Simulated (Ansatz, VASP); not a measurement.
Al: VASP beside Ansatz

```
CELL_PARAMETERS angstrom
2.81246 0.00000 0.00000
-1.40623 2.43566 0.00000
0.00000 0.00000 5.11019
ATOMIC_POSITIONS crystal
Al 0.66667 0.33333 0.75000
Al 0.33333 0.66667 0.25000
```

Change from the starting cell: strain +0.000 along x and y, +0.050 along z, atoms carried along.

Alike in both runs: task single point; functional r2SCAN; k mesh 18 × 18 × 10; occupations gaussian, width 0.15 eV; no spin polarisation.

|  | VASP | Ansatz |
| --- | --- | --- |
| version | VASP 6.6.1 | Ansatz 0.2.0 |
| potentials or method | VASP PAW PBE potentials, release 64 (Al), cutoff 520 eV | scalar-relativistic, plane waves, PAW |
| valence electrons in the cell | 6 | 6 |

|  | VASP | Ansatz | Ansatz less VASP |
| --- | --- | --- | --- |
| gap on the k mesh at the Fermi level (eV) | none | none | - |
| pressure (GPa) | -5.7 | -5.5 | +0.25 |
| traceless stress, the component that is largest in VASP (GPa) | -3.52 | -3.55 | -0.033 |

VASP's potentials were made for PBE, not for r2SCAN. A gap of «none» marks a metal or a gap that the smearing closes.
